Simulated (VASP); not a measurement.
Input of a VASP 6.6.1 run:

Contents of INCAR:

```
SYSTEM = Os
ALGO = Normal
EDIFF = 1E-6
ENCUT = 520
GGA = PS
ISIF = 2
ISMEAR = 0
LASPH = .True.
LCHARG = .True.
LELF = .True.
LREAL = .False.
LVHAR = .True.
LWAVE = .False.
NBANDS = 10
NELM = 100
PREC = Accurate
SIGMA = 0.15
```

File KPOINTS:

```
k-points
0
Gamma
  20 20 20
  0 0 0
```

Contents of POSCAR:

```
Os
1.0
    0.0000000000      1.9450000000      1.9450000000
    2.0908750000      0.0000000000      1.9450000000
    2.0908750000      1.9450000000      0.0000000000
Os
1
Direct
    0.0000000000      0.0000000000      0.0000000000
```

Potentials or basis: VASP PAW PBE potentials, release 64 (Os).

Launch:

```bash
$ cat potpaw_PBE.64/Os/POTCAR > POTCAR
$ mpirun -np 1 vasp_std > vasp.out
```

What does it give for the pressure?

-39.0 GPa.

Estimate the band gap on the k mesh.

zero (band 4 reaches 9.51 eV, above the bottom of band 5 at 5.93 eV).

Stress tensor (GPa, compression positive):
```
-52.07   0.00   0.00
  0.00 -32.48   0.00
  0.00   0.00 -32.48
```

Caveat: the cell differs from its parent crystal (strain +0.0750 x Voigt [1, 0, 0, 0, 0, 0]); the PAW data sets were made with another functional, which shifts forces and pressure a little; spin-orbit coupling is left out, which moves the levels of the heavy elements.
